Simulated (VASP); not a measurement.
A run of VASP 6.6.1 is set up as follows.

INCAR

```
PREC = Accurate ; ENCUT = 520
EDIFF = 1E-8 ; ISMEAR = 0
SIGMA = 0.01 ; LREAL = False
LASPH = True ; NELM = 100
ALGO = Normal ; ISIF = 2
LWAVE = False ; LCHARG = False
GGA = CA ; IBRION = 8
NSW = 1 ; LEPSILON = True
```

File KPOINTS:

```
regular mesh
0
Gamma
  12 12 4
```

POSCAR

```
BN
1.0
    2.4800623916      0.0000000000      0.0000000000
   -1.2400311958      2.1477970341      0.0000000000
    0.0000000000      0.0000000000      5.8909093353
B N
2 2
Direct
    0.3333333333      0.6666666667      0.2500000000
    0.6666666667      0.3333333333      0.7500000000
    0.3333333333      0.6666666667      0.7500000000
    0.6666666667      0.3333333333      0.2500000000
```

Potentials or basis: VASP PAW LDA potentials, release 64 (B, N).

Run with:

```sh
$ cat potpaw_LDA.64/B/POTCAR potpaw_LDA.64/N/POTCAR > POTCAR
$ mpirun -np 1 vasp_std > vasp.out
```

**Question.** Estimate the electronic dielectric tensor (diagonal).

**Answer.** 5.22, 5.22, 3.52.

**Question.** What does it give for the Born charges (mean of the diagonal)?

**Answer.** B +2.18; N -2.18 e.

**Question.** Predict the highest phonon frequency at Γ, LO-TO splitting left out.

**Answer.** 1402 cm⁻¹.

Phonon frequencies in cm⁻¹ (negative: imaginary):
```
              q point                                  frequencies
(0.000, 0.000, 0.000)  0 0 0 78 78 195 702 805 1400 1400 1402 1402
```

Caveat: the cell stands under pressure or tension, which shifts response properties.
